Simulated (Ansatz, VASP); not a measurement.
Zn2O: VASP beside Ansatz

Contents of POSCAR:

```
Zn2O
1.0
    3.1691815234      0.0000000000      0.0000000000
   -1.5845907617      2.7445917085      0.0000000000
    0.0000000000      0.0000000000      9.5704848784
Zn O
4 2
Direct
    0.3333333333      0.6666666667      0.2732775914
    0.6666666667      0.3333333333      0.5678805618
    0.0000000000      0.0000000000      0.9874108672
    0.3333333333      0.6666666667      0.7911274222
    0.0000000000      0.0000000000      0.1918803314
    0.3333333333      0.6666666667      0.4774232261
```

File INCAR.step1:

```
ALGO = Normal ; EDIFF = 1E-4
ENCUT = 520 ; GGA = PE
ISMEAR = 0 ; LASPH = T
LCHARG = F ; LREAL = F
LWAVE = T ; NBANDS = 39
NELM = 80 ; PREC = Accurate
SIGMA = 0.1
```

INCAR.step2

```
ALGO = Normal ; EDIFF = 1E-7
ENCUT = 520 ; ISIF = 2
ISMEAR = 0 ; ISTART = 1
LASPH = T ; LCHARG = F
LMIXTAU = T ; LREAL = F
LWAVE = F ; METAGGA = R2SCAN
NBANDS = 39 ; NELM = 80
PREC = Accurate ; SIGMA = 0.1
```

KPOINTS

```
k-points
0
Gamma
  12 12 4
```

Input for Ansatz:

```yaml
crystal:
  lattice:
    - [3.1691815234, 0.0, 0.0]
    - [-1.5845907617, 2.7445917085, 0.0]
    - [0.0, 0.0, 9.5704848784]
  atoms:
    - { symbol: Zn, position: [0.3333333333, 0.6666666667, 0.2732775914] }
    - { symbol: Zn, position: [0.6666666667, 0.3333333333, 0.5678805618] }
    - { symbol: Zn, position: [0.0, 0.0, 0.9874108672] }
    - { symbol: Zn, position: [0.3333333333, 0.6666666667, 0.7911274222] }
    - { symbol: O, position: [0.0, 0.0, 0.1918803314] }
    - { symbol: O, position: [0.3333333333, 0.6666666667, 0.4774232261] }
basis:
  ecutwfc: 500
kpoints:
  mp_grid: { grid: [12, 12, 4] }
  band_path:
    path:
      - [[0.0, 0.0, 0.0], [0.5, 0.0, 0.0], [0.33333333, 0.33333333, 0.0], [0.0, 0.0, 0.0], [0.0, 0.0, 0.5], [0.5, 0.0, 0.5], [0.33333333, 0.33333333, 0.5], [0.0, 0.0, 0.5]]
      - [[0.5, 0.0, 0.5], [0.5, 0.0, 0.0]]
      - [[0.33333333, 0.33333333, 0.5], [0.33333333, 0.33333333, 0.0]]
    npoints: 14
hamiltonian:
  xc: r2scan
scf:
  occupations: { method: gaussian, width: 0.1 }
  n_extra_bands: 15
output:
  forces: true
  stress: true
  eigenvalues: true
  populations: true
  dos: { projected: true, de: 0.02, nscf_kmesh: { grid: [15, 15, 5] } }
  bader: true
  write_density: true
  write_potential: true
  elf: true
  volumetric_format: npy
```

Alike in both runs: task single point; functional r2SCAN; k mesh 12 × 12 × 4; occupations gaussian, width 0.1 eV; no spin polarisation.

```csv
,VASP,Ansatz
version,VASP 6.6.1,Ansatz 0.2.0
potentials or method,"VASP PAW PBE potentials, release 64 (Zn, O), cutoff 520 eV","scalar-relativistic, plane waves, PAW"
valence electrons in the cell,60,60
```

|  | VASP | Ansatz | Ansatz less VASP |
| --- | --- | --- | --- |
| gap on the k mesh at the Fermi level (eV) | none | none | - |
| pressure (GPa) | -4.2 | -4.8 | -0.57 |
| traceless stress, the component that is largest in VASP (GPa) | -0.10 | -0.32 | -0.211 |
| rms of the force components (eV/Å) | 0.053 | 0.061 | +0.0082 |

VASP's potentials were made for PBE, not for r2SCAN. Atom by atom the forces differ by 0.011 eV/Å (rms over components). A gap of «none» marks a metal or a gap that the smearing closes.
